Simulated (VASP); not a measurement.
# Ga4N5: single point with PBE

Ga4N5, a slab with vacuum:

```
CELL_PARAMETERS angstrom
3.21865 0.00000 0.00000
-1.60933 2.78744 0.00000
0.00000 0.00000 24.02818
ATOMIC_POSITIONS crystal
N 0.33333 0.66667 0.16647
N 0.66667 0.33333 0.27558
N 0.33333 0.66667 0.38774
N 0.66667 0.33333 0.49774
N 0.00000 0.00000 0.57973
Ga 0.66667 0.33333 0.19337
Ga 0.33333 0.66667 0.30248
Ga 0.66667 0.33333 0.41096
Ga 0.33333 0.66667 0.52140
```

```json
{
 "Program": "VASP 6.6.1",
 "Task": "single point",
 "Functional": "PBE",
 "Potentials or basis": "VASP PAW PBE potentials, release 64 (N, Ga_d)",
 "Cutoff": "520 eV",
 "k mesh": "9 × 9 × 1",
 "Occupations": "gaussian, width 0.05 eV",
 "Spin": "collinear spin",
 "Starting moments": "[0.0, 0.0, 0.0, 0.0, 3.0, 0.0, 0.0, 0.0, 0.0] μB"
}
```

| Quantity | Value |
| --- | --- |
| Largest force | 2.051 eV/Å |
| Net moment | 2.36 μB per cell |
| Site moments | N +0.00, +0.01, +0.02, +0.21, +1.42; Ga +0.00, +0.01, -0.01 μB |
| Valence electrons inside the program's atomic spheres | N 3.60, 3.72, 3.73, 3.71, 3.38; Ga 11.78, 11.77, 11.80, 11.72 |

Forces on the atoms (eV/Å):
```
N    0.000  0.000  1.466
N    0.000  0.000  1.080
N    0.000  0.000 -0.716
N    0.000  0.000 -2.051
N    0.000  0.000  0.034
Ga   0.000  0.000 -2.030
Ga   0.000  0.000 -0.259
Ga   0.000  0.000  0.943
Ga   0.000  0.000  1.534
```

Levels at points of the mesh, in eV from the Fermi level:
Spin up:
```tsv
k point	band 38	band 39	band 40	band 41	band 42	band 43
(0.00, 0.00, 0.00)	-0.20	0.40	0.40	2.12	3.33	3.60
```
Spin down:
```
           k point  band 34  band 35  band 36  band 37  band 38  band 39  band 40  band 41
(0.00, 0.00, 0.00)    -0.74    -0.48     0.40     0.40     0.64     1.61     1.61     2.38
```

It took 23 min on 1 thread of AMD EPYC 7R43 64-Core Processor (Zen 3) (shared host), peak memory 0.45 GiB.
